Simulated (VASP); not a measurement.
The system is Ga11CoAs12 (a cell with a defect).

```
CELL_PARAMETERS angstrom
0.00000 8.48055 8.48055
5.65370 0.00000 5.65370
5.65370 5.65370 0.00000
ATOMIC_POSITIONS crystal
Co 0.00669 0.99371 0.98941
Ga 0.00361 0.00679 0.49131
Ga 0.00337 0.49605 0.00214
Ga 0.00178 0.50101 0.49734
Ga 0.32767 0.00586 0.00425
Ga 0.33157 0.00299 0.49946
Ga 0.33113 0.50067 0.00291
Ga 0.33342 0.50041 0.49979
Ga 0.67000 0.00578 0.00071
Ga 0.66802 0.00451 0.49148
Ga 0.66757 0.49458 0.00245
Ga 0.66912 0.50099 0.49661
As 0.07900 0.12113 0.11624
As 0.08234 0.12551 0.63122
As 0.08193 0.63509 0.12183
As 0.08298 0.62881 0.62447
As 0.41956 0.12470 0.12345
As 0.41697 0.12466 0.62692
As 0.41661 0.62839 0.12401
As 0.41781 0.62538 0.62499
As 0.76501 0.12073 0.11736
As 0.75207 0.12501 0.62314
As 0.75177 0.62799 0.12067
As 0.75090 0.62678 0.62445
```

Base run:

```yaml
Program: VASP 6.6.1
Functional: PBEsol
Potentials_or_basis: VASP PAW PBE potentials, release 64 (Co, Ga_d, As)
Cutoff: 350 eV
k_mesh: 2 × 3 × 3
Occupations: gaussian, width 0.03 eV
Spin: collinear spin, ferromagnetic start
Starting_moments: "[1.0, 0.0, 0.0, 0.0, 0.0, 0.0, 0.0, 0.0, 0.0, 0.0, 0.0, 0.0, 0.0, 0.0, 0.0, 0.0, 0.0, 0.0, 0.0, 0.0, 0.0, 0.0, 0.0, 0.0] μB"
Fixed_moment: 1 μB
Hubbard_terms: Co d U = 4 eV
```

Its results: net moment 1.00 μB per cell; site moments Co +1.48; Ga -0.01, +0.00 (each value once); As -0.06, -0.01, -0.02 (each value once) μB; largest force 0.600 eV/Å.

Q: The run is repeated on the same cell with these changes: k mesh from 2 × 3 × 3 to 2 × 2 × 2; fixed moment from 1 μB to none. What comes out?

A: Net moment 3.00 μB per cell; site moments Co +2.33; Ga +0.01, +0.02, +0.00 (each value once); As +0.05, +0.04, +0.00, +0.03, +0.01, +0.02 (each value once) μB; largest force 0.411 eV/Å.

Caveats: some runs use coarse meshes; the PAW data sets were made with another functional, which shifts forces and pressure a little; the U is typed as a test and isn't derived for this compound; the total moment is fixed, so each spin has its own Fermi level (at least some runs).
